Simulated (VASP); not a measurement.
# NdAl2S (P4/mmm) in VASP: notebook

NdAl2S is run at these levels: PBE; tasks: single point, relaxation of cell and atoms.

Program: VASP 6.6.1. These are calculated values, not measurements. Logs are shortened: lines on timing, memory, paths and dates and some standing lists are left out, and cuts for length are marked.

## 1. The cell of the first run

The structure is tetragonal, space group P4/mmm (No. 123). Conventional cell: a = 3.937 Å, b = 3.937 Å, c = 5.891 Å, α = 90.00°, β = 90.00°, γ = 90.00°. Within 3.7 Å of Nd (site symmetry 4/mmm) lie 4 S at 2.78 Å and 8 Al at 3.54 Å. Within 3.7 Å of Al (site symmetry mmm) lie 4 Al at 2.78 Å and 4 Nd at 3.54 Å and 4 S at 3.54 Å. Within 3.7 Å of S (site symmetry 4/mmm) lie 4 Nd at 2.78 Å and 8 Al at 3.54 Å.

## 2. Single point, PBE

The input, INCAR:

```
SYSTEM = NdAl2S
ALGO = Normal ; EDIFF = 1E-6
ENCUT = 500 ; GGA = PE
GGA_COMPAT = .FALSE. ; ISIF = 2
ISMEAR = -4 ; LASPH = .TRUE.
LCHARG = .FALSE. ; LMAXMIX = 6
LREAL = .FALSE. ; LWAVE = .FALSE.
NBANDS = 20 ; NELM = 200
PREC = Accurate ; SIGMA = 0.1
```

The input, KPOINTS:

```
k-points
0
G
  12 12 10
  0 0 0
```

The input, POSCAR:

```
NdAl2S
1.0
    3.9366875540      0.0000000000      0.0000000000
    0.0000000000      3.9366875540      0.0000000000
    0.0000000000      0.0000000000      5.8910609160
Nd Al S
1 2 1
Direct
    0.0000000000      0.0000000000      0.0000000000
    0.5000000000      0.0000000000      0.5000000000
    0.0000000000      0.5000000000      0.5000000000
    0.5000000000      0.5000000000      0.0000000000
```

Potentials or basis: VASP PAW PBE potentials, release 64 (Nd_3, Al, S), 4f in core.

Started as:

```bash
$ cat potpaw_PBE.64/Nd_3/POTCAR potpaw_PBE.64/Al/POTCAR potpaw_PBE.64/S/POTCAR > POTCAR
$ mpirun -np 1 vasp_std > vasp.out
```

OUTCAR:

```text
SYSTEM = NdAl2S
   EDIFF = 1E-6
   ENCUT = 500
   GGA = PE
   ISIF = 2
   ISMEAR = -4
   LASPH = .TRUE.
   LREAL = .FALSE.
   NELM = 200
   PREC = Accurate

 ion  position               nearest neighbor table
   1  0.000  0.000  0.000-   4 2.78   4 2.78   4 2.78   4 2.78   3 3.54   3 3.54   3 3.54   3 3.54
                             2 3.54   2 3.54   2 3.54   2 3.54
   2  0.500  0.000  0.500-   3 2.78   3 2.78   3 2.78   3 2.78   1 3.54   1 3.54   1 3.54   1 3.54

   3  0.000  0.500  0.500-   2 2.78   2 2.78   2 2.78   2 2.78   1 3.54   1 3.54   1 3.54   1 3.54

   4  0.500  0.500  0.000-   1 2.78   1 2.78   1 2.78   1 2.78

  LATTYP: Found a simple tetragonal cell.
 ALAT       =     3.9366875540
 C/A-ratio  =     1.4964512259

  Lattice vectors:

 A1 = (   3.9366875540,   0.0000000000,   0.0000000000)
 A2 = (   0.0000000000,   3.9366875540,   0.0000000000)
 A3 = (   0.0000000000,   0.0000000000,   5.8910609160)

Analysis of symmetry for initial positions (statically):
=====================================================================
 Subroutine PRICEL returns:
 Original cell was already a primitive cell.

 Routine SETGRP: Setting up the symmetry group for a
 simple tetragonal supercell.

 Subroutine GETGRP returns: Found 16 space group operations
 (whereof 16 operations were pure point group operations)
 out of a pool of 16 trial point group operations.

The static configuration has the point symmetry D_4h.

Analysis of symmetry for dynamics (positions and initial velocities):
=====================================================================
 Subroutine PRICEL returns:
 Original cell was already a primitive cell.

 Routine SETGRP: Setting up the symmetry group for a
 simple tetragonal supercell.

 Subroutine GETGRP returns: Found 16 space group operations
 (whereof 16 operations were pure point group operations)
 out of a pool of 16 trial point group operations.

The dynamic configuration has the point symmetry D_4h.

 Subroutine INISYM returns: Found 16 space group operations
 (whereof 16 operations are pure point group operations),
 and found     1 'primitive' translations

----------------------------------------------------------------------------------------

                                     Primitive cell

  volume of cell :      91.2968

  direct lattice vectors                    reciprocal lattice vectors
     3.936687554  0.000000000  0.000000000     0.254020667  0.000000000  0.000000000
     0.000000000  3.936687554  0.000000000     0.000000000  0.254020667  0.000000000
     0.000000000  0.000000000  5.891060916     0.000000000  0.000000000  0.169748712

  length of vectors
     3.936687554  3.936687554  5.891060916     0.254020667  0.254020667  0.169748712

  position of ions in fractional coordinates (direct lattice)
     0.000000000  0.000000000  0.000000000
     0.500000000  0.000000000  0.500000000
     0.000000000  0.500000000  0.500000000
     0.500000000  0.500000000  0.000000000

  ion indices of the primitive-cell ions
   primitive index   ion index
                 1           1
                 2           2
                 3           3
                 4           4

----------------------------------------------------------------------------------------

 KPOINTS: k-points

Automatic generation of k-mesh.
 Grid dimensions read from file:
 generate k-points for:   12   12   10

 Generating k-lattice:

  Cartesian coordinates                     Fractional coordinates (reciprocal lattice)
     0.021168389  0.000000000  0.000000000     0.083333333  0.000000000  0.000000000
     0.000000000  0.021168389  0.000000000     0.000000000  0.083333333  0.000000000
     0.000000000  0.000000000  0.016974871     0.000000000  0.000000000  0.100000000

  Length of vectors
     0.021168389  0.021168389  0.016974871

  Shift w.r.t. Gamma in fractional coordinates (k-lattice)
     0.000000000  0.000000000  0.000000000

 TETIRR: Found   2160 inequivalent tetrahedra from     8640

 Subroutine IBZKPT returns following result:
 ===========================================

 Found    168 irreducible k-points:

 Following reciprocal coordinates:
            Coordinates               Weight
  0.000000  0.000000  0.000000      1.000000
  0.083333  0.000000  0.000000      4.000000
  0.166667  0.000000  0.000000      4.000000
  0.250000  0.000000  0.000000      4.000000
  0.333333  0.000000  0.000000      4.000000
  0.416667  0.000000  0.000000      4.000000
[... 16 lines left out ...]
  0.333333  0.333333  0.000000      4.000000
  0.416667  0.333333  0.000000      8.000000
 [... further k-points ...]
   k-points           NKPTS =    168   k-points in BZ     NKDIM =    168   number of bands    NBANDS=     20
   number of dos      NEDOS =    301   number of ions     NIONS =      4
   total plane-waves  NPLWV =  43200
   dimension x,y,z NGX =    30 NGY =   30 NGZ =   48
   dimension x,y,z NGXF=    60 NGYF=   60 NGZF=   96
   ions per type =               1   2   1
   NGX,Y,Z   is equivalent  to a cutoff of  12.67, 12.67, 13.55 a.u.
   NGXF,Y,Z  is equivalent  to a cutoff of  25.34, 25.34, 27.09 a.u.
 SYSTEM =  NdAl2S
   PREC   = accura    normal or accurate (medium, high low for compatibility)
   ISTART =      0    job   : 0-new  1-cont  2-samecut
   ICHARG =      2    charge: 1-file 2-atom 10-const
   ISPIN  =      1    spin polarized calculation?
   LNONCOLLINEAR =      F non collinear calculations
   LSORBIT =      F    spin-orbit coupling
   LASPH  =      T    aspherical Exc in radial PAW
   ENCUT  =  500.0 eV  36.75 Ry    6.06 a.u.   7.18  7.18 10.74*2*pi/ulx,y,z
   NELM   =    200;   NELMIN=  2; NELMDL= -5     # of ELM steps
   EDIFF  = 0.1E-05   stopping-criterion for ELM
   LREAL  =      F    real-space projection
   EDIFFG = 0.1E-04   stopping-criterion for IOM
   NSW    =      0    number of steps for IOM
   IBRION =     -1    ionic relax: 0-MD 1-quasi-New 2-CG
   NFREE  =      0    steps in history (QN), initial steepest desc. (CG)
   ISIF   =      2    stress and relaxation
   ISYM   =      2    0-nonsym 1-usesym 2-fastsym
   POTIM  = 0.5000    time-step for ionic-motion
   TEBEG  =    0.0;   TEEND  =   0.0 temperature during run
   PSTRESS=    0.0 pullay stress
   NELECT =      23.0000    total number of electrons
   NUPDOWN=      -1.0000    fix difference up-down
   EMIN   =  10.00;   EMAX   =-10.00  energy-range for DOS
   EFERMI =   0.00;   METHOD = LEGACY
   ISMEAR =    -4;   SIGMA  =   0.10  broadening in eV -4-tet -1-fermi 0-gaus
   EFERMI_NEDOS =   21; number of points for ismear=-14 and -15
   IALGO  =     38    algorithm
   IMIX   =      4    mixing-type and parameters
     AMIX     =   0.40;   BMIX     =  1.00
     AMIX_MAG =   1.60;   BMIX_MAG =  1.00
  volume/ion in A,a.u.               =      22.82       154.03
  Fermi-wavevector in a.u.,A,eV,Ry     =   1.033949  1.953880 14.545306  1.069050
  Thomas-Fermi vector in A             =   2.168220
   LORBIT       =      0    0 simple, 1 ext, 2 COOP (PROOUT), +10 PAW based schemes
   GGA     = PE    functional components
   LHFCALC =     F    Hartree Fock is set to
   AEXX    =    0.0000 exact exchange contribution
   IVDW    =     0    specifies the selected vdW correction
   LEPSILON=     F    determine dielectric tensor
   LRPA    =     F    only Hartree local field effects (RPA)
 non-spin polarized calculation
 Fermi weights with tetrahedron method witout Bloechl corrections
  energy-cutoff  :      500.00
  volume of cell :       91.30
 maximum number of plane-waves:      2336
 NGX is ok and might be reduce to    30
   NGX = 15   NGY = 15   NGZ = 21

 number of electron      23.0000003 magnetization

 Free energy of the ion-electron system (eV)
  ---------------------------------------------------
  ext. energy  EPLUGINS =         0.00000000
  ---------------------------------------------------
  free energy    TOTEN  =       -18.53918204 eV

  energy without entropy =      -18.53918204  energy(sigma->0) =      -18.53918204

 E-fermi :   5.2117     XC(G=0):  -9.7581

 val. band max:        5.3344062837   @ k =   0.0000   0.0000   0.2000
 cond. band min:       5.0447852027   @ k =   0.3333   0.3333   0.5000
 fundamental gap:     -0.2896210810
 Fermi energy:         5.2116889196

 k-point     1 :       0.0000    0.0000    0.0000
  band No.  band energies     occupation
      1     -32.7424      2.00000
      2     -13.9223      2.00000
      3     -13.8462      2.00000
      4     -13.8462      2.00000
      5      -8.1029      2.00000
      6      -2.4090      2.00000
[... 12 lines left out ...]
     19       8.5392      0.00000
     20       9.8327      0.00000

 k-point     2 :       0.0833    0.0000    0.0000
  band No.  band energies     occupation
      1     -32.7409      2.00000
      2     -13.9194      2.00000
      3     -13.8891      2.00000
      4     -13.8417      2.00000
      5      -8.0301      2.00000
      6      -2.3488      2.00000
[... 12 lines left out ...]
     19       8.8155      0.00000
     20      10.0499      0.00000

 k-point     3 :       0.1667    0.0000    0.0000
  band No.  band energies     occupation
      1     -32.7369      2.00000
      2     -14.0023      2.00000
      3     -13.9113      2.00000
      4     -13.8295      2.00000
      5      -7.8312      2.00000
      6      -2.1704      2.00000
[... 12 lines left out ...]
     19       9.5302      0.00000
     20      10.6722      0.00000

 k-point     4 :       0.2500    0.0000    0.0000
  band No.  band energies     occupation
      1     -32.7314      2.00000
      2     -14.1484      2.00000
      3     -13.9002      2.00000
      4     -13.8127      2.00000
      5      -7.5576      2.00000
      6      -1.8832      2.00000
[... 429 lines left out ...]
 k-point    23 :       0.3333    0.3333    0.0000
  band No.  band energies     occupation
      1     -32.7106      2.00000
      2     -14.1725      2.00000
      3     -14.0952      2.00000
      4     -13.8595      2.00000
      5      -7.5633      2.00000
      6      -0.6310      2.00000
[... 12 lines left out ...]
     19      11.8303      0.00000
     20      11.8628      0.00000

 k-point    24 :       0.4167    0.3333    0.0000
  band No.  band energies     occupation
      1     -32.7068      2.00000
      2     -14.2155      2.00000
      3     -14.0908      2.00000
      4     -13.8523      2.00000
      5      -7.6445      2.00000
      6      -0.1460      2.00000
[... 12 lines left out ...]
     19      11.4816      0.00000
     20      12.1890      0.00000

 [... further k-points ...]
[... 5 lines left out ...]
  --------------------------------------------------------------------------------------
  -------------------------------------------------------------------------------------
  Total        0.0710605      0.0710605      0.0909428      0.0000000      0.0000000      0.0000000
  in kB        1.2470491      1.2470491      1.5959654      0.0000000      0.0000000      0.0000000
  external PRESSURE =       1.3633545 kB  Pullay stress =       0.0000000 kB

 VOLUME and BASIS-vectors are now :
 -----------------------------------------------------------------------------
  energy-cutoff  :      500.00
  volume of cell :       91.30
      direct lattice vectors                 reciprocal lattice vectors
     3.936687554  0.000000000  0.000000000     0.254020667  0.000000000  0.000000000
     0.000000000  3.936687554  0.000000000     0.000000000  0.254020667  0.000000000
     0.000000000  0.000000000  5.891060916     0.000000000  0.000000000  0.169748712

 POSITION                                       TOTAL-FORCE (eV/Angst)
 -----------------------------------------------------------------------------------
      0.00000      0.00000      0.00000         0.000000      0.000000      0.000000
      1.96834      0.00000      2.94553         0.000000      0.000000      0.000000
      0.00000      1.96834      2.94553         0.000000      0.000000      0.000000
      1.96834      1.96834      0.00000         0.000000      0.000000      0.000000
 -----------------------------------------------------------------------------------
    total drift:                                0.000000      0.000000      0.000000

  FREE ENERGIE OF THE ION-ELECTRON SYSTEM (eV)
  ---------------------------------------------------
  free  energy   TOTEN  =       -18.5391820416 eV

  energy  without entropy=      -18.5391820416  energy(sigma->0) =      -18.53918204
```

Wall time 96 s (1 thread of Intel Xeon 6975P-C (Granite Rapids), shared host); peak memory 0.42 GiB.

What came out:

```yaml
Free_energy: -18.5392 eV
Pressure: 0.1 GPa
Band_gap_on_the_k_mesh: zero (an odd number of electrons rules out a gap without spin polarisation)
```

Levels at points of the mesh, in eV from the Fermi level:
| k point | band 8 | band 9 | band 10 | band 11 | band 12 | band 13 | band 14 | band 15 |
| --- | --- | --- | --- | --- | --- | --- | --- | --- |
| (0.00, 0.00, 0.00) | -2.43 | -2.43 | -1.37 | 0.82 | 0.82 | 1.33 | 1.92 | 1.92 |
| (0.50, 0.00, 0.00) | -4.49 | -4.26 | -4.22 | 0.19 | 1.94 | 2.62 | 2.68 | 3.08 |
| (0.50, 0.50, 0.00) | -3.35 | -3.00 | -2.36 | -2.05 | -2.05 | -1.06 | -1.06 | 3.93 |
| (0.00, 0.00, 0.50) | -2.36 | -2.36 | -2.20 | -1.14 | -0.13 | -0.13 | 1.61 | 2.09 |
| (0.50, 0.00, 0.50) | -5.30 | -4.20 | -1.79 | -0.45 | 0.68 | 1.40 | 2.47 | 2.65 |
| (0.50, 0.50, 0.50) | -3.92 | -3.18 | -3.18 | -2.71 | -0.41 | 0.95 | 2.21 | 2.21 |

Caveat: spin-orbit coupling is left out, which moves the levels of the heavy elements; the 4f electrons are frozen in the core, so they carry no moment and show no levels; the run has no spin polarisation, though such a crystal can be magnetic; tetrahedron occupations give inexact forces and stress in metals. Spin polarisation is off, so any magnetic state and its effect on volume and gap are missing.

## 3. Relaxation of cell and atoms, PBE

The input, INCAR:

```
SYSTEM = NdAl2S
ALGO = Normal ; EDIFF = 1E-7
EDIFFG = -0.01 ; ENCUT = 500
GGA = PE ; GGA_COMPAT = .FALSE.
IBRION = 2 ; ISIF = 3
ISMEAR = 0 ; LASPH = .TRUE.
LCHARG = .FALSE. ; LMAXMIX = 6
LREAL = .FALSE. ; LWAVE = .FALSE.
NELM = 200 ; NELMIN = 4
NSW = 100 ; PREC = Accurate
SIGMA = 0.1
```

The input, KPOINTS:

```
k-points
0
G
  12 12 8
  0 0 0
```

POSCAR is that of step 2.

Potentials or basis: VASP PAW PBE potentials, release 64 (Nd_3, Al, S), 4f in core.

Started as:

```bash
$ cat potpaw_PBE.64/Nd_3/POTCAR potpaw_PBE.64/Al/POTCAR potpaw_PBE.64/S/POTCAR > POTCAR
$ mpirun -np 1 vasp_std > vasp.out
```

Run time: 3.5 min. Hardware: 1 thread of Intel Xeon 6975P-C (Granite Rapids), shared host; peak memory 0.36 GiB.

Results (log left out):

| Item | Value |
| --- | --- |
| Free energy | -18.6055 eV |
| Relaxed volume | 23.04 Å³/atom |
| Relaxed cell | a = 3.930 Å, b = 3.930 Å, c = 5.967 Å, α = 90.00°, β = 90.00°, γ = 90.00° |
| Space group after relaxing (to 0.1 Å) | P4/mmm (No. 123) |
| Energy gained by relaxing | 0.5 meV/atom |
| Ionic steps | 4 |
| Pressure after relaxing | 0.0 GPa |
| Band gap on the k mesh | zero (an odd number of electrons rules out a gap without spin polarisation) |

Step by step:
```csv
step,energy change (eV),largest force (eV/Å),pressure (GPa),volume (Å³)
1,0.0000,0.0000,0.06,91.30
2,-0.0010,0.0000,0.15,91.41
3,-0.0017,0.0000,0.29,91.61
4,-0.0022,0.0000,0.00,92.15
```

Final structure:
```cif
data_structure
_symmetry_space_group_name_H-M 'P 1'
_symmetry_Int_Tables_number 1
_cell_length_a 3.9299
_cell_length_b 3.9299
_cell_length_c 5.9666
_cell_angle_alpha 90.000
_cell_angle_beta 90.000
_cell_angle_gamma 90.000
_cell_volume 92.15
loop_
_atom_site_label
_atom_site_type_symbol
_atom_site_fract_x
_atom_site_fract_y
_atom_site_fract_z
_atom_site_occupancy
Nd1 Nd 0.00000 0.00000 0.00000 1
Al1 Al 0.50000 0.00000 0.50000 1
Al2 Al 0.00000 0.50000 0.50000 1
S1 S 0.50000 0.50000 0.00000 1
```

Levels at points of the mesh, in eV from the Fermi level:
| k point | band 9 | band 10 | band 11 | band 12 | band 13 | band 14 |
| --- | --- | --- | --- | --- | --- | --- |
| (0.00, 0.00, 0.00) | -2.36 | -1.30 | 0.83 | 0.83 | 1.23 | 2.00 |
| (0.50, 0.00, 0.00) | -4.19 | -4.18 | 0.19 | 1.98 | 2.66 | 2.76 |
| (0.50, 0.50, 0.00) | -2.92 | -2.37 | -2.06 | -2.06 | -0.99 | -0.99 |
| (0.00, 0.00, 0.50) | -2.30 | -2.22 | -1.09 | -0.05 | -0.05 | 1.68 |
| (0.50, 0.00, 0.50) | -4.16 | -1.86 | -0.46 | 0.67 | 1.51 | 2.56 |
| (0.50, 0.50, 0.50) | -3.10 | -3.10 | -2.71 | -0.49 | 0.97 | 2.12 |

Caveat: spin-orbit coupling is left out, which moves the levels of the heavy elements; the 4f electrons are frozen in the core, so they carry no moment and show no levels; the run has no spin polarisation, though such a crystal can be magnetic.
